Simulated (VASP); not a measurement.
AlN:

```
Al N
1.0
     3.10669    0.00000    0.00000
    -1.55335    2.69048    0.00000
     0.00000    0.00000    4.97859
Al N
2 2
Direct
  0.66667 0.33333 0.49920
  0.33333 0.66667 0.99920
  0.66667 0.33333 0.88080
  0.33333 0.66667 0.38080
```

Base run:

```yaml
Program: VASP 6.6.1
Functional: PBE
Potentials_or_basis: VASP PAW PBE potentials, release 64 (Al, N)
Cutoff: 520 eV
k_mesh: 6 × 6 × 4
Occupations: gaussian, width 0.01 eV
Spin: no spin polarisation
```

Its results: band gap on the k mesh 4.24 eV, direct; pressure 4.4 GPa; largest force 0.010 eV/Å.

Q: The run is repeated on the same cell with these changes: functional from PBE to r2SCAN; further incar settings from ALGO = Normal; EDIFF = 1e-07; NBANDS = 16 to ALGO = Normal; EDIFF = 1e-06; NBANDS = 16. What comes out?

A: Band gap on the k mesh 4.92 eV, direct; pressure -0.4 GPa; largest force 0.004 eV/Å.

Caveats: the PAW data sets were made with another functional, which shifts forces and pressure a little (some runs).

